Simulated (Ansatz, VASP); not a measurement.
## EuS: VASP beside Ansatz

```
Eu S
1.0
     0.00000    2.95851    2.95851
     2.95851    0.00000    2.95851
     2.95851    2.95851    0.00000
Eu S
1 1
Cartesian
  0.0000 0.0000 0.0000
  2.9585 2.9585 2.9585
```

Alike in both runs: task single point; functional PBEsol; k mesh 10 × 10 × 10; collinear spin.

|  | VASP | Ansatz |
| --- | --- | --- |
| version | VASP 6.6.1 | Ansatz 0.2.0 |
| potentials or method | VASP PAW PBE potentials, release 64 (Eu, S), cutoff 600 eV | all-electron (LAPW or listed datasets) |
| occupations | fermi-dirac, width 0.1 eV | fermi-dirac |

```tsv
	VASP	Ansatz	Ansatz less VASP
net moment per atom (μB)	3.47	3.50	+0.033
size of the moment on the site where the two differ most (μB)	6.56	6.99	+0.431
```

VASP's potentials were made for PBE, not for PBEsol. Site moments also hang on the region over which each program counts them. Ansatz ran all-electron here, and VASP with PAW potentials. Ansatz's warnings: given moment on shells, stability check not made.

Spin-orbit coupling is off throughout.
